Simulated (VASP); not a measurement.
# Au (Fm-3m) in VASP: notebook

Aim: see how the results for Au move with the level of theory and the settings. Levels: PBE+D3(BJ), PBE. Tasks: single point, relaxation of cell and atoms.

Program: VASP 6.6.1. These are calculated values, not measurements. Logs are shortened: lines on timing, memory, paths and dates and some standing lists are left out, and cuts for length are marked.

### 1 The cell of the first run

It takes space group Fm-3m (No. 225, cubic). The conventional cell has a = 4.102 Å, b = 4.102 Å, c = 4.102 Å, α = 90.00°, β = 90.00°, γ = 90.00°. Within 3.8 Å of Au (site symmetry m-3m) lie 12 Au at 2.90 Å.

### 2 Single point, PBE+D3(BJ)

Contents of INCAR:

```
SYSTEM = Au
ALGO = Normal
EDIFF = 1E-6
ENCUT = 500
GGA = PE
GGA_COMPAT = .False.
ISIF = 2
ISMEAR = -1
IVDW = 12
LASPH = .True.
LCHARG = .False.
LREAL = .False.
LWAVE = .False.
NBANDS = 12
NELM = 120
PREC = Accurate
SIGMA = 0.05
```

Contents of KPOINTS:

```
k-points
0
Gamma
  11 11 11
  0 0 0
```

Contents of POSCAR:

```
Au
1.0
    0.0000000000      2.0509686205      2.0509686205
    2.0509686205      0.0000000000      2.0509686205
    2.0509686205      2.0509686205      0.0000000000
Au
1
Direct
    0.0000000000      0.0000000000      0.0000000000
```

Potentials or basis: VASP PAW PBE potentials, release 64 (Au).

Started as:

```bash
> cat potpaw_PBE.64/Au/POTCAR > POTCAR
> mpirun -np 1 vasp_std > vasp.out
```

OUTCAR:

```text
SYSTEM = Au
   EDIFF = 1E-6
   ENCUT = 500
   GGA = PE
   ISIF = 2
   ISMEAR = -1
   IVDW = 12
   LASPH = .True.
   LREAL = .False.
   NELM = 120
   PREC = Accurate
 IVDW          = 12

 ion  position               nearest neighbor table
   1  0.000  0.000  0.000-

  LATTYP: Found a face centered cubic cell.
 ALAT       =     4.1019372410

  Lattice vectors:

 A1 = (   0.0000000000,   2.0509686205,   2.0509686205)
 A2 = (   2.0509686205,   0.0000000000,   2.0509686205)
 A3 = (   2.0509686205,   2.0509686205,   0.0000000000)

Analysis of symmetry for initial positions (statically):
=====================================================================
 Subroutine PRICEL returns:
 Original cell was already a primitive cell.

 Routine SETGRP: Setting up the symmetry group for a
 face centered cubic supercell.

 Subroutine GETGRP returns: Found 48 space group operations
 (whereof 48 operations were pure point group operations)
 out of a pool of 48 trial point group operations.

The static configuration has the point symmetry O_h .

Analysis of symmetry for dynamics (positions and initial velocities):
=====================================================================
 Subroutine PRICEL returns:
 Original cell was already a primitive cell.

 Routine SETGRP: Setting up the symmetry group for a
 face centered cubic supercell.

 Subroutine GETGRP returns: Found 48 space group operations
 (whereof 48 operations were pure point group operations)
 out of a pool of 48 trial point group operations.

The dynamic configuration has the point symmetry O_h .

 Subroutine INISYM returns: Found 48 space group operations
 (whereof 48 operations are pure point group operations),
 and found     1 'primitive' translations

----------------------------------------------------------------------------------------

                                     Primitive cell

  volume of cell :      17.2547

  direct lattice vectors                    reciprocal lattice vectors
     0.000000000  2.050968620  2.050968620    -0.243787250  0.243787250  0.243787250
     2.050968620  0.000000000  2.050968620     0.243787250 -0.243787250  0.243787250
     2.050968620  2.050968620  0.000000000     0.243787250  0.243787250 -0.243787250

  length of vectors
     2.900507639  2.900507639  2.900507639     0.422251903  0.422251903  0.422251903

  position of ions in fractional coordinates (direct lattice)
     0.000000000  0.000000000  0.000000000

  ion indices of the primitive-cell ions
   primitive index   ion index
                 1           1

----------------------------------------------------------------------------------------

 KPOINTS: k-points

Automatic generation of k-mesh.
 Grid dimensions read from file:
 generate k-points for:   11   11   11

 Generating k-lattice:

  Cartesian coordinates                     Fractional coordinates (reciprocal lattice)
    -0.022162477  0.022162477  0.022162477     0.090909091  0.000000000  0.000000000
     0.022162477 -0.022162477  0.022162477     0.000000000  0.090909091  0.000000000
     0.022162477  0.022162477 -0.022162477     0.000000000  0.000000000  0.090909091

  Length of vectors
     0.038386537  0.038386537  0.038386537

  Shift w.r.t. Gamma in fractional coordinates (k-lattice)
     0.000000000  0.000000000  0.000000000

 Subroutine IBZKPT returns following result:
 ===========================================

 Found     56 irreducible k-points:

 Following reciprocal coordinates:
            Coordinates               Weight
  0.000000  0.000000  0.000000      1.000000
  0.090909  0.000000  0.000000      8.000000
  0.181818  0.000000  0.000000      8.000000
  0.272727  0.000000  0.000000      8.000000
  0.363636  0.000000  0.000000      8.000000
  0.454545  0.000000  0.000000      8.000000
[... 16 lines left out ...]
 -0.272727  0.181818  0.000000     24.000000
 -0.181818  0.181818  0.000000     12.000000
 [... further k-points ...]
   k-points           NKPTS =     56   k-points in BZ     NKDIM =     56   number of bands    NBANDS=     12
   number of dos      NEDOS =    301   number of ions     NIONS =      1
   total plane-waves  NPLWV =  13824
   dimension x,y,z NGX =    24 NGY =   24 NGZ =   24
   dimension x,y,z NGXF=    48 NGYF=   48 NGZF=   48
   ions per type =               1
   NGX,Y,Z   is equivalent  to a cutoff of  13.76, 13.76, 13.76 a.u.
   NGXF,Y,Z  is equivalent  to a cutoff of  27.51, 27.51, 27.51 a.u.
 SYSTEM =  Au
   PREC   = accura    normal or accurate (medium, high low for compatibility)
   ISTART =      0    job   : 0-new  1-cont  2-samecut
   ICHARG =      2    charge: 1-file 2-atom 10-const
   ISPIN  =      1    spin polarized calculation?
   LNONCOLLINEAR =      F non collinear calculations
   LSORBIT =      F    spin-orbit coupling
   LASPH  =      T    aspherical Exc in radial PAW
   ENCUT  =  500.0 eV  36.75 Ry    6.06 a.u.   5.29  5.29  5.29*2*pi/ulx,y,z
   NELM   =    120;   NELMIN=  2; NELMDL= -5     # of ELM steps
   EDIFF  = 0.1E-05   stopping-criterion for ELM
   LREAL  =      F    real-space projection
   EDIFFG = 0.1E-04   stopping-criterion for IOM
   NSW    =      0    number of steps for IOM
   IBRION =     -1    ionic relax: 0-MD 1-quasi-New 2-CG
   NFREE  =      0    steps in history (QN), initial steepest desc. (CG)
   ISIF   =      2    stress and relaxation
   ISYM   =      2    0-nonsym 1-usesym 2-fastsym
   POTIM  = 0.5000    time-step for ionic-motion
   TEBEG  =    0.0;   TEEND  =   0.0 temperature during run
   PSTRESS=    0.0 pullay stress
   NELECT =      11.0000    total number of electrons
   NUPDOWN=      -1.0000    fix difference up-down
   EMIN   =  10.00;   EMAX   =-10.00  energy-range for DOS
   EFERMI =   0.00;   METHOD = LEGACY
   ISMEAR =    -1;   SIGMA  =   0.05  broadening in eV -4-tet -1-fermi 0-gaus
   EFERMI_NEDOS =   21; number of points for ismear=-14 and -15
   IALGO  =     38    algorithm
   IMIX   =      4    mixing-type and parameters
     AMIX     =   0.40;   BMIX     =  1.00
     AMIX_MAG =   1.60;   BMIX_MAG =  1.00
  volume/ion in A,a.u.               =      17.25       116.44
  Fermi-wavevector in a.u.,A,eV,Ry     =   1.408975  2.662577 27.010441  1.985211
  Thomas-Fermi vector in A             =   2.531078
   LORBIT       =      0    0 simple, 1 ext, 2 COOP (PROOUT), +10 PAW based schemes
   GGA     = PE    functional components
   LHFCALC =     F    Hartree Fock is set to
   AEXX    =    0.0000 exact exchange contribution
   IVDW    =    12    specifies the selected vdW correction
   LEPSILON=     F    determine dielectric tensor
   LRPA    =     F    only Hartree local field effects (RPA)
 non-spin polarized calculation
  energy-cutoff  :      500.00
  volume of cell :       17.25
 maximum number of plane-waves:       448
 NGX is ok and might be reduce to    24
   NGX = 11   NGY = 11   NGZ = 11

 number of electron      11.0000001 magnetization

 Free energy of the ion-electron system (eV)
  ---------------------------------------------------
  ext. energy  EPLUGINS =         0.00000000
  ---------------------------------------------------
  free energy    TOTEN  =        -3.21680211 eV

  energy without entropy =       -3.21572657  energy(sigma->0) =       -3.21626434

 E-fermi :   9.3224     XC(G=0): -12.6420

 val. band max:        9.1681090132   @ k =   0.4545   0.3636   0.0000
 cond. band min:       9.4406431990   @ k =  -0.4545   0.0909   0.0000
 fundamental gap:      0.2725341859
 Fermi energy:         9.3224231640

 k-point     1 :       0.0000    0.0000    0.0000
  band No.  band energies     occupation
      1      -0.4558      2.00000
      2       4.6440      2.00000
      3       4.6440      2.00000
      4       4.6440      2.00000
      5       6.1245      2.00000
      6       6.1245      2.00000
      7      23.8086      0.00000
      8      27.7355      0.00000
      9      27.7355      0.00000
     10      27.7355      0.00000
     11      32.6023      0.00000
     12      37.1040      0.00000

 k-point     2 :       0.0909    0.0000    0.0000
  band No.  band energies     occupation
      1      -0.1730      2.00000
      2       4.5570      2.00000
      3       4.7370      2.00000
      4       4.7370      2.00000
      5       6.0857      2.00000
      6       6.0857      2.00000
      7      24.1119      0.00000
      8      26.1143      0.00000
      9      28.0623      0.00000
     10      28.0623      0.00000
     11      33.3295      0.00000
     12      35.3898      0.00000

 k-point     3 :       0.1818    0.0000    0.0000
  band No.  band energies     occupation
      1       0.6038      2.00000
      2       4.4165      2.00000
      3       4.9049      2.00000
      4       4.9049      2.00000
      5       6.0903      2.00000
      6       6.0903      2.00000
      7      22.9038      0.00000
      8      24.9344      0.00000
      9      28.8424      0.00000
     10      28.8424      0.00000
     11      31.2411      0.00000
     12      33.3240      0.00000

 k-point     4 :       0.2727    0.0000    0.0000
  band No.  band energies     occupation
      1       1.5383      2.00000
      2       4.6543      2.00000
      3       4.8923      2.00000
      4       4.8923      2.00000
      5       6.3936      2.00000
      6       6.3936      2.00000
      7      19.4689      0.00000
      8      24.6912      0.00000
      9      28.8998      0.00000
     10      28.8998      0.00000
     11      31.1574      0.00000
     12      32.1425      0.00000

 k-point     5 :       0.3636    0.0000    0.0000
  band No.  band energies     occupation
      1       2.0053      2.00000
      2       4.7384      2.00000
      3       4.7384      2.00000
      4       5.9292      2.00000
      5       6.8894      2.00000
      6       6.8894      2.00000
      7      15.9032      0.00000
      8      23.8615      0.00000
      9      27.4829      0.00000
     10      27.4829      0.00000
     11      33.0058      0.00000
     12      33.0128      0.00000
[... 228 lines left out ...]
      1       2.7735      2.00000
      2       4.1839      2.00000
      3       5.2188      2.00000
      4       5.3705      2.00000
      5       7.2483      2.00000
      6      11.0894      0.00000
      7      12.3275      0.00000
      8      21.9152      0.00000
      9      24.5739      0.00000
     10      25.0377      0.00000
     11      34.4266      0.00000
     12      34.5159      0.00000

 k-point    22 :      -0.3636    0.1818    0.0000
  band No.  band energies     occupation
      1       2.8532      2.00000
      2       4.2658      2.00000
      3       5.1993      2.00000
      4       5.2280      2.00000
      5       6.7787      2.00000
      6       9.7240      0.00065
      7      14.3876      0.00000
      8      21.3117      0.00000
      9      25.0433      0.00000
     10      26.1572      0.00000
     11      32.6951      0.00000
     12      34.5021      0.00000

 k-point    23 :      -0.2727    0.1818    0.0000
  band No.  band energies     occupation
      1       2.8012      2.00000
      2       4.2812      2.00000
      3       4.6466      2.00000
      4       5.3075      2.00000
      5       6.1254      2.00000
      6       8.3237      2.00000
      7      17.6371      0.00000
      8      21.4272      0.00000
      9      25.6625      0.00000
     10      28.4596      0.00000
     11      30.3731      0.00000
     12      34.5408      0.00000

 k-point    24 :      -0.1818    0.1818    0.0000
  band No.  band energies     occupation
      1       2.0879      2.00000
      2       4.0521      2.00000
      3       4.8414      2.00000
      4       5.4975      2.00000
      5       5.5359      2.00000
      6       7.3065      2.00000
      7      20.5637      0.00000
      8      22.4967      0.00000
      9      26.8947      0.00000
     10      28.4157      0.00000
     11      30.9297      0.00000
     12      33.6115      0.00000

 [... further k-points ...]

------------------------ aborting loop because EDIFF is reached ----------------------------------------

 Edisp (eV)   -0.65697

 E8    (eV) :    -0.2952

  FORCE on cell =-STRESS in cart. coord.  units (eV):
  Direction    XX          YY          ZZ          XY          YZ          ZX
  --------------------------------------------------------------------------------------
  -------------------------------------------------------------------------------------
  Total      -0.02732    -0.02732    -0.02732     0.00000     0.00000    -0.00000
  in kB      -2.53675    -2.53675    -2.53675     0.00000     0.00000    -0.00000
  external pressure =       -2.54 kB  Pullay stress =        0.00 kB

 VOLUME and BASIS-vectors are now :
 -----------------------------------------------------------------------------
  energy-cutoff  :      500.00
  volume of cell :       17.25
      direct lattice vectors                 reciprocal lattice vectors
     0.000000000  2.050968620  2.050968620    -0.243787250  0.243787250  0.243787250
     2.050968620  0.000000000  2.050968620     0.243787250 -0.243787250  0.243787250
     2.050968620  2.050968620  0.000000000     0.243787250  0.243787250 -0.243787250

 POSITION                                       TOTAL-FORCE (eV/Angst)
 -----------------------------------------------------------------------------------
      0.00000      0.00000      0.00000         0.000000      0.000000     -0.000000
 -----------------------------------------------------------------------------------
    total drift:                               -0.000000      0.000000      0.000000

  FREE ENERGIE OF THE ION-ELECTRON SYSTEM (eV)
  ---------------------------------------------------
  free  energy   TOTEN  =        -3.8737741668 eV

  energy  without entropy=       -3.8726986243  energy(sigma->0) =       -3.87323640
```

Wall time 3.8 s (1 thread of Intel Xeon 6975P-C (Granite Rapids), shared host); peak memory 0.15 GiB.

What came out:

| Item | Value |
| --- | --- |
| Free energy | -3.8738 eV |
| Pressure | -0.3 GPa |
| Band gap on the k mesh | zero (an odd number of electrons rules out a gap without spin polarisation) |
| Dispersion energy per atom | -0.657 eV |

Levels at points of the mesh, in eV from the Fermi level:
```csv
k point,band 2,band 3,band 4,band 5,band 6,band 7,band 8,band 9,band 10,band 11
"(0.00, 0.00, 0.00)",-4.68,-4.68,-4.68,-3.20,-3.20,14.49,18.41,18.41,18.41,23.28
```

Caveat: spin-orbit coupling is left out, which moves the levels of the heavy elements.

### 3 Relaxation of cell and atoms, PBE+D3(BJ)

This run uses another cell than the first one, of 16.85 Å³/atom.

Contents of INCAR:

```
SYSTEM = Au
PREC = Accurate ; ENCUT = 500
EDIFF = 1E-7 ; ISMEAR = -1
SIGMA = 0.05 ; LREAL = .False.
LASPH = .True. ; NELM = 120
ALGO = Normal ; ISIF = 3
LWAVE = .False. ; LCHARG = .False.
GGA = PE ; IVDW = 12
IBRION = 2 ; NSW = 80
EDIFFG = -0.005 ; GGA_COMPAT = .False.
NELMIN = 4
```

Contents of KPOINTS:

```
regular mesh
0
Gamma
  11 11 11
  0 0 0
```

Contents of POSCAR:

```
Au
1.0
    0.0000000000      2.0350000000      2.0350000000
    2.0350000000      0.0000000000      2.0350000000
    2.0350000000      2.0350000000      0.0000000000
Au
1
Direct
    0.0000000000      0.0000000000      0.0000000000
```

Potentials or basis: VASP PAW PBE potentials, release 64 (Au).

Started as:

```bash
> cat potpaw_PBE.64/Au/POTCAR > POTCAR
> mpirun -np 1 vasp_std > vasp.out
```

It took 7.3 s on 1 thread of Intel Xeon 6975P-C (Granite Rapids), shared host; peak memory 0.16 GiB.

The run converged. Its results:

```yaml
Free_energy: -3.8735 eV
Relaxed_volume: 17.23 Å³/atom
Relaxed_cell: a = 2.899 Å, b = 2.899 Å, c = 2.899 Å, α = 60.00°, β = 60.00°, γ = 60.00°
Space_group_after_relaxing_to_0.1_Å: Fm-3m (No. 225)
Energy_gained_by_relaxing: 4.3 meV/atom
Ionic_steps: 3
Pressure_after_relaxing: 0.0 GPa
Band_gap_on_the_k_mesh: zero (an odd number of electrons rules out a gap without spin polarisation)
Dispersion_energy_per_atom: -0.658 eV
```

The path:
```
step  energy change (eV)  largest force (eV/Å)  pressure (GPa)  volume (Å³)
   1              0.0000                0.0000            3.84        16.85
   2              0.0065                0.0000           -5.29        17.86
   3             -0.0043                0.0000           -0.03        17.23
```

Final structure:
```
Au
1.0
     0.00000    2.05007    2.05007
     2.05007    0.00000    2.05007
     2.05007    2.05007    0.00000
Au
1
Direct
  0.00000 0.00000 0.00000
```

Levels at points of the mesh, in eV from the Fermi level:
```csv
k point,band 2,band 3,band 4,band 5,band 6,band 7,band 8,band 9
"(0.00, 0.00, 0.00)",-4.68,-4.68,-4.68,-3.20,-3.20,14.49,18.42,18.42
```

Caveat: spin-orbit coupling is left out, which moves the levels of the heavy elements. Zero-point motion and thermal expansion aren't in these numbers.

(Part 1 of 2 ends here.)

The gap in the log of VASP goes by the Fermi energy; the results here count the filled bands.